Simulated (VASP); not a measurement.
Runs of VASP 6.6.1 on AlNi. The structure is that of space group Pm-3m (No. 221), or close to it. The cells are those of the table. 

```csv
cell,further INCAR settings,gap on the mesh (eV),pressure (GPa)
"a = 2.944, b = 2.944, c = 2.826 Å, 2 atoms",ALGO = Fast; EDIFF = 1e-06; NBANDS = 14,none,-6.7
"a = 2.859, b = 2.859, c = 2.955 Å, 2 atoms",ALGO = Fast; EDIFF = 1e-06; NBANDS = 14,none,(b)
"a = 2.901, b = 2.901, c = 2.912 Å, 2 atoms",ALGO = Fast; EDIFF = 1e-07; NBANDS = 14,none,-7.2
"a = 2.901, b = 2.901, c = 2.869 Å, 2 atoms",ALGO = Fast; EDIFF = 1e-06; NBANDS = 14,none,(a)
"a = 2.944, b = 2.944, c = 2.783 Å, 2 atoms",ALGO = Fast; EDIFF = 1e-06; NBANDS = 14,none,-4.2
```

Alike in all rows: task single point; level PBEsol; potentials or basis VASP PAW PBE potentials, release 64 (Al, Ni); no spin polarisation; k mesh 20 × 20 × 20; cutoff (eV) 520; smearing gaussian 0.15 eV.

Task: Estimate the missing entries.

Result: (a) -5.0; (b) -4.7.

Caveats: the PAW data sets were made with another functional, which shifts forces and pressure a little.

A gap of «none» marks levels without a gap at the run's occupations.
